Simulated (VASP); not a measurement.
Crystal: Ga2PN.

```
Ga P N
1.0
     3.83630    0.00000    0.00000
    -1.91815    3.32233    0.00000
     0.00000    0.00000    4.98181
Ga P N
2 1 1
Direct
  0.66667 0.33333 0.74502
  0.66667 0.33333 0.25498
  0.33333 0.66667 0.50000
  0.00000 0.00000 0.00000
```

The cell was built from a structure type or drawn by symmetry, and may not be a known phase.

* Program: VASP 6.6.1
* Task: relaxation of cell and atoms
* Functional: PBE
* Potentials or basis: VASP PAW PBE potentials, release 64 (Ga_d, P, N)
* Cutoff: 600 eV
* k mesh: 6 × 6 × 4
* Occupations: gaussian, width 0.1 eV
* Spin: no spin polarisation

At the start: pressure -5.3 GPa; volume 15.87 Å³/atom.

Task: How do energy, volume and symmetry change on relaxing?

Result: Over 14 steps the energy falls by 473.3 meV/atom and the volume is 13.53 Å³/atom (-14.7 %); space group P-6m2 (No. 187, to 0.1 Å) before and after.

The path:
```
step  energy change (eV)  largest force (eV/Å)  pressure (GPa)  volume (Å³)
   1              0.0000                2.1171           -5.33        63.50
   2             -1.1123                0.0675           -2.98        58.42
   3             -1.6652                1.7857           10.38        50.94
   4             -1.6929                1.2470            6.31        52.57
   5             -1.6941                1.4694            7.88        51.91
   6             -1.6965                1.1878           -3.47        55.22
   7             -1.8892                0.0215            1.06        53.62
   8             -1.8893                0.0097            1.16        53.59
   9             -1.8893                0.0384            1.29        53.55
  10             -1.8922                0.1157           -0.31        54.34
  11             -1.8924                0.1020           -0.02        54.20
  12             -1.8929                0.0003           -0.23        54.26
  13             -1.8929                0.0011           -0.22        54.26
  14             -1.8933                0.0111            0.06        54.14
```

Final structure:
```
CELL_PARAMETERS angstrom
3.23495 0.00000 0.00000
-1.61747 2.80155 0.00000
0.00000 0.00000 5.97381
ATOMIC_POSITIONS crystal
Ga 0.66667 0.33333 0.78465
Ga 0.66667 0.33333 0.21535
P 0.33333 0.66667 0.50000
N 0.00000 0.00000 0.00000
```

Caveat: a cell axis changed by over 15 % at a fixed basis, so the end point is rough.
